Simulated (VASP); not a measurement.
Write the native input for VASP 6.6.1 that does the following.

| Quantity | Value |
| --- | --- |
| Task | relaxation of the atoms |
| Functional | PBE |
| Potentials or basis | VASP PAW PBE potentials, release 64 (Hf_pv, N) |
| Cutoff | 520 eV |
| k mesh | 18 × 18 × 18 |
| Occupations | fermi-dirac, width 0.05 eV |
| Spin | no spin polarisation |
| Dipole correction | no |
| Further INCAR settings | ALGO = Normal; EDIFF = 1e-06; IBRION = 2; EDIFFG = -0.02; NSW = 80 |

The structure of HfN lies in POSCAR:

```
HfN
1.0
    0.0000000000      2.2438384694      2.2438384694
    2.2438384694      0.0000000000      2.2438384694
    2.2438384694      2.2438384694      0.0000000000
Hf N
1 1
Direct
    0.0000000000      0.0000000000      0.0000000000
    0.5000000000      0.5000000000      0.5000000000
```

This cell differs from its parent crystal: volume scaled by 0.98.

These files were run (other wordings do the same):

INCAR

```
PREC     = Accurate       # precision mode
ENCUT    = 520            # plane-wave cutoff, eV
EDIFF    = 1E-6           # SCF threshold, eV
ISMEAR   = -1             # smearing method
SIGMA    = 0.05           # smearing width, eV
LREAL    = F              # projectors in reciprocal space
LASPH    = T              # aspherical terms in the spheres
NELM     = 80             # most SCF steps
ALGO     = Normal         # electronic algorithm
ISIF     = 2              # what is computed and relaxed
LWAVE    = F              # write WAVECAR
LCHARG   = F              # write CHGCAR
GGA      = PE             # functional
IBRION   = 2              # ionic algorithm
NSW      = 80             # ionic steps
EDIFFG   = -0.02          # ionic threshold
```

KPOINTS

```
Automatic mesh
0
Gamma
  18 18 18
```

Potentials or basis: VASP PAW PBE potentials, release 64 (Hf_pv, N).

The run is started by

```console
$ cat potpaw_PBE.64/Hf_pv/POTCAR potpaw_PBE.64/N/POTCAR > POTCAR
$ mpirun -np 1 vasp_std > vasp.out
```

Results of the run:

The pressure after relaxing is 9.0 GPa.

Caveat: the relaxation stopped at its first step, so nothing moved.

It took 29 s on 1 thread of Intel(R) Xeon(R) Platinum 8259CL CPU @ 2.50GHz (Skylake/Cascade Lake), on a shared host, peak memory 0.18 GiB.
